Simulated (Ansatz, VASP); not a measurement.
Sc2GaS in VASP and in Ansatz

```
Sc Ga S
1.0
     4.96931    0.00000    0.00000
    -2.48466    4.30355    0.00000
     0.00000    0.00000    5.03133
Sc Ga S
2 1 1
Direct
  0.33333 0.66667 0.00000
  0.66667 0.33333 0.00000
  0.00000 0.00000 0.00000
  0.00000 0.00000 0.50000
```

Alike in both runs: functional PBE; k mesh 12 × 12 × 10; occupations gaussian, width 0.1 eV; no spin polarisation.

Ansatz relaxed the structure, and its values are those at the end. VASP's run is a single point on that final structure, the one shown.

|  | VASP | Ansatz |
| --- | --- | --- |
| version | VASP 6.6.1 | Ansatz 0.2.0 |
| potentials or method | VASP PAW PBE potentials, release 64 (Sc_sv, Ga_d, S), cutoff 520 eV | scalar-relativistic, plane waves, PAW |
| valence electrons in the cell | 41 | 41 |

```csv
,VASP,Ansatz,Ansatz less VASP
gap on the k mesh at the Fermi level (eV),none,none,-
pressure (GPa),0.0,0.0,-0.04
```

A gap of «none» marks a metal or a gap that the smearing closes. The functional is the same, so the differences come from potentials, cutoffs and numerics.
